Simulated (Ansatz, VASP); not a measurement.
Ti3Al in VASP and in Ansatz

Contents of INCAR:

```
SYSTEM = Ti3Al
PREC     = Accurate       ! precision mode
ENCUT    = 520            ! plane-wave cutoff, eV
EDIFF    = 1E-6           ! SCF threshold, eV
ISMEAR   = 0              ! smearing method
SIGMA    = 0.2            ! smearing width, eV
LREAL    = .FALSE.        ! projectors in reciprocal space
LASPH    = .TRUE.         ! aspherical terms in the spheres
NELM     = 100            ! most SCF steps
ALGO     = Fast           ! electronic algorithm
ISIF     = 2              ! what is computed and relaxed
LWAVE    = .FALSE.        ! write WAVECAR
LCHARG   = .FALSE.        ! write CHGCAR
GGA      = PE             ! functional
NBANDS   = 49             ! bands
```

Contents of KPOINTS:

```
regular mesh
0
G
  6 6 4
  0 0 0
```

Contents of POSCAR:

```
Ti3Al
1.0
    4.0510427150      0.0000000000      0.0000000000
    0.0000000000      4.0510427150      0.0000000000
    0.0000000000      0.0000000000      8.1020854300
Ti Al
6 2
Direct
    0.0000000000      0.5000000000      0.5000000000
    0.0000000000      0.5000000000      1.0000000000
    0.0000000000      0.0000000000      0.2500000000
    0.0000000000      0.0000000000      0.7500000000
    0.5000000000      1.0000000000      0.5000000000
    0.5000000000      0.0000000000      0.0000000000
    0.5000000000      0.5000000000      0.2500000000
    0.5000000000      0.5000000000      0.7500000000
```

Input for Ansatz:

```yaml
crystal:
  lattice:
    - [4.051042715, 0.0, 0.0]
    - [0.0, 4.051042715, 0.0]
    - [0.0, 0.0, 8.10208543]
  atoms:
    - { symbol: Ti, position: [0.0, 0.5, 0.5] }
    - { symbol: Ti, position: [0.0, 0.5, 1.0] }
    - { symbol: Ti, position: [0.0, 0.0, 0.25] }
    - { symbol: Ti, position: [0.0, 0.0, 0.75] }
    - { symbol: Ti, position: [0.5, 1.0, 0.5] }
    - { symbol: Ti, position: [0.5, 0.0, 0.0] }
    - { symbol: Al, position: [0.5, 0.5, 0.25] }
    - { symbol: Al, position: [0.5, 0.5, 0.75] }
basis:
  ecutwfc: 420
kpoints:
  mp_grid: { grid: [6, 6, 4] }
hamiltonian:
  xc: pbe
scf:
  occupations: { method: gaussian, width: 0.2 }
  lower_state_search: "off"
output:
  forces: true
  stress: true
  eigenvalues: true
```

Alike in both runs: task single point; functional PBE; k mesh 6 × 6 × 4; occupations gaussian, width 0.2 eV; no spin polarisation.

```csv
,VASP,Ansatz
version,VASP 6.6.1,Ansatz 0.2.0
potentials or method,"VASP PAW PBE potentials, release 64 (Ti_sv, Al), cutoff 520 eV","scalar-relativistic, plane waves, PAW"
valence electrons in the cell,78,78
```

|  | VASP | Ansatz | Ansatz less VASP |
| --- | --- | --- | --- |
| gap on the k mesh at the Fermi level (eV) | none | none | - |
| pressure (GPa) | 0.0 | 0.1 | +0.14 |

A gap of «none» marks a metal or a gap that the smearing closes.
